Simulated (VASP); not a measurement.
# InP (Fm-3m) in VASP: a series of runs, part 2 of 2

VASP 6.6.1. Earlier steps stand in the parts before.

**3. Electric field gradients, PBE (volume scaled by 1.03)**

INCAR

```
SYSTEM = InP
PREC = Accurate
ENCUT = 520
EDIFF = 1E-8
ISMEAR = -1
SIGMA = 0.03
LREAL = .False.
LASPH = .True.
NELM = 60
ALGO = Normal
ISIF = 2
LWAVE = .False.
LCHARG = .False.
GGA = PE
LEFG = .True.
NBANDS = 16
```

KPOINTS

```
Automatic mesh
0
Gamma
  11 11 11
  0 0 0
```

POSCAR

```
InP
1.0
    0.0000000000      2.8832691652      2.8832691652
    2.8832691652      0.0000000000      2.8832691652
    2.8832691652      2.8832691652      0.0000000000
In P
1 1
Direct
    0.0000000000      0.0000000000      0.0000000000
    0.5000000000      0.5000000000      0.5000000000
```

Potentials or basis: VASP PAW PBE potentials, release 64 (In_d, P).

Started as:

```bash
cat potpaw_PBE.64/In_d/POTCAR potpaw_PBE.64/P/POTCAR > POTCAR
mpirun -np 1 vasp_std > vasp.out
```

OUTCAR:

```text
SYSTEM = InP
   PREC = Accurate
   ENCUT = 520
   EDIFF = 1E-8
   ISMEAR = -1
   LREAL = .False.
   LASPH = .True.
   NELM = 60
   ISIF = 2
   GGA = PE

 ion  position               nearest neighbor table
   1  0.000  0.000  0.000-   2 2.88   2 2.88   2 2.88   2 2.88   2 2.88   2 2.88
   2  0.500  0.500  0.500-   1 2.88   1 2.88   1 2.88   1 2.88   1 2.88   1 2.88

  LATTYP: Found a face centered cubic cell.
 ALAT       =     5.7665383304

  Lattice vectors:

 A1 = (   0.0000000000,   2.8832691652,   2.8832691652)
 A2 = (   2.8832691652,   0.0000000000,   2.8832691652)
 A3 = (   2.8832691652,   2.8832691652,   0.0000000000)

Analysis of symmetry for initial positions (statically):
=====================================================================
 Subroutine PRICEL returns:
 Original cell was already a primitive cell.

 Routine SETGRP: Setting up the symmetry group for a
 face centered cubic supercell.

 Subroutine GETGRP returns: Found 48 space group operations
 (whereof 48 operations were pure point group operations)
 out of a pool of 48 trial point group operations.

The static configuration has the point symmetry O_h .

Analysis of symmetry for dynamics (positions and initial velocities):
=====================================================================
 Subroutine PRICEL returns:
 Original cell was already a primitive cell.

 Routine SETGRP: Setting up the symmetry group for a
 face centered cubic supercell.

 Subroutine GETGRP returns: Found 48 space group operations
 (whereof 48 operations were pure point group operations)
 out of a pool of 48 trial point group operations.

The dynamic configuration has the point symmetry O_h .

[... 150 lines left out ...]
 Fermi energy:         5.6126808600

 k-point     1 :       0.0000    0.0000    0.0000
  band No.  band energies     occupation
      1      -8.4602      2.00000
      2      -8.4602      2.00000
      3      -8.4477      2.00000
      4      -8.4477      2.00000
      5      -8.4477      2.00000
      6      -5.5423      2.00000
[... 433 lines left out ...]
      3      -8.4446      2.00000
      4      -8.4242      2.00000
      5      -8.4139      2.00000
      6      -4.6383      2.00000
[... 8 lines left out ...]
     15      15.1419      0.00000
     16      16.2826      0.00000

 [... further k-points ...]
[... 5 lines left out ...]
  --------------------------------------------------------------------------------------
  -------------------------------------------------------------------------------------
  Total       -1.9825526     -1.9825526     -1.9825526      0.0000000      0.0000000      0.0000000
  in kB      -66.2597435    -66.2597435    -66.2597435      0.0000000      0.0000000      0.0000000
  external PRESSURE =     -66.2597435 kB  Pullay stress =       0.0000000 kB

 VOLUME and BASIS-vectors are now :
 -----------------------------------------------------------------------------
  energy-cutoff  :      520.00
  volume of cell :       47.94
      direct lattice vectors                 reciprocal lattice vectors
     0.000000000  2.883269165  2.883269165    -0.173414264  0.173414264  0.173414264
     2.883269165  0.000000000  2.883269165     0.173414264 -0.173414264  0.173414264
     2.883269165  2.883269165  0.000000000     0.173414264  0.173414264 -0.173414264

 POSITION                                       TOTAL-FORCE (eV/Angst)
 -----------------------------------------------------------------------------------
      0.00000      0.00000      0.00000        -0.000000      0.000000     -0.000000
      2.88327      2.88327      2.88327         0.000000      0.000000      0.000000
 -----------------------------------------------------------------------------------
    total drift:                               -0.000000      0.000000      0.000000

  FREE ENERGIE OF THE ION-ELECTRON SYSTEM (eV)
  ---------------------------------------------------
  free  energy   TOTEN  =        -7.7952959133 eV

  energy  without entropy=       -7.7924939159  energy(sigma->0) =       -7.79389491

 Electric field gradients (V/A^2)
---------------------------------------------------------------------
 ion       V_xx      V_yy      V_zz      V_xy      V_xz      V_yz
---------------------------------------------------------------------
   1       0.000     0.000    -0.000    -0.002    -0.002    -0.002
   2       0.000    -0.000    -0.000     0.000     0.000     0.000
---------------------------------------------------------------------

 Electric field gradients after diagonalization (V/A^2)
 (convention: |V_zz| > |V_xx| > |V_yy|)
----------------------------------------------------------------------
 ion       V_xx      V_yy      V_zz     asymmetry (V_yy - V_xx)/ V_zz
----------------------------------------------------------------------
   1       0.002     0.002    -0.004       0.000
   2      -0.000    -0.000     0.000       0.000
----------------------------------------------------------------------

           NMR quadrupolar parameters

 Cq : quadrupolar parameter    Cq=e*Q*V_zz/h
 eta: asymmetry parameters     (V_yy - V_xx)/ V_zz
 Q  : nuclear electric quadrupole moment in mb (millibarn)
----------------------------------------------------------------------
 ion       Cq(MHz)       eta       Q (mb)
----------------------------------------------------------------------
   1      -0.000       0.000       1.000
   2       0.000       0.000       1.000
----------------------------------------------------------------------
```

Wall time 30 s (1 thread of Intel Xeon Platinum 8488C (Sapphire Rapids), shared host); peak memory 0.19 GiB.

What came out:

* Free energy: -7.7953 eV
* Pressure: -6.6 GPa
* Band gap on the k mesh: zero (band 9 reaches 5.91 eV, above the bottom of band 10 at 3.71 eV)

Caveat: without QUAD_EFG the Cq values of the log hold for a quadrupole moment of 1 mb, not for the nuclei; spin-orbit coupling is left out, which moves the levels of the heavy elements.
